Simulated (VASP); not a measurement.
Input of a VASP 6.6.1 run:

The input INCAR:

```
SYSTEM = Sn
PREC = Accurate ; ENCUT = 520
EDIFF = 1E-6 ; ISMEAR = -1
SIGMA = 0.1 ; LREAL = .False.
LASPH = .True. ; NELM = 60
ALGO = Normal ; ISIF = 2
LWAVE = .False. ; LCHARG = .False.
GGA = PE ; NBANDS = 21
```

File KPOINTS:

```
Automatic mesh
0
Gamma
  13 13 7
  0 0 0
```

File POSCAR:

```
Sn
1.0
    3.3402611876      0.0000000000      0.0000000000
   -1.6701305938      2.8927510438      0.0000000000
    0.0000000000      0.0000000000      5.3175104833
Sn
2
Direct
    0.3333333333      0.6666666667      0.2500000000
    0.6666666667      0.3333333333      0.7500000000
```

Potentials or basis: VASP PAW PBE potentials, release 64 (Sn_d).

Command:

```console
$ cat potpaw_PBE.64/Sn_d/POTCAR > POTCAR
$ mpirun -np 1 vasp_std > vasp.out
```

(1) Predict the pressure.

(2) What does it give for the band gap on the k mesh?

## Answers

(1) 4.3 GPa.

(2) zero (bands 14 and 15 overlap by 7.98 eV).

Caveat: the cell stands under pressure; spin-orbit coupling is left out, which moves the levels of the heavy elements.
